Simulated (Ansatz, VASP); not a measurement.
ZrH3: VASP beside Ansatz

```xyz
4
Lattice="3.1260 -0.0156 0.0000 -0.0156 3.1260 0.0000 0.0000 0.0000 3.1260" Properties=species:S:1:pos:R:3 pbc="T T T"
Zr    0.0000    0.0000    0.0000
H    -0.0078    1.5630    1.5630
H     1.5630   -0.0078    1.5630
H     1.5552    1.5552    0.0000
```

Alike in both runs: task single point; functional PBEsol; k mesh 11 × 11 × 11; no spin polarisation.

|  | VASP | Ansatz |
| --- | --- | --- |
| version | VASP 6.6.1 | Ansatz 0.2.0 |
| potentials or method | VASP PAW PBE potentials, release 64 (Zr_sv, H), cutoff 520 eV | plane waves, PAW |
| occupations | methfessel-paxton of order 1, width 0.1 eV | cold |
| valence electrons in the cell | 15 | 15 |

```tsv
	VASP	Ansatz	Ansatz less VASP
pressure (GPa)	-4.5	-4.5	+0.01
traceless stress, the component that is largest in VASP (GPa)	0.60	0.59	-0.004
```

VASP's potentials were made for PBE, not for PBEsol.
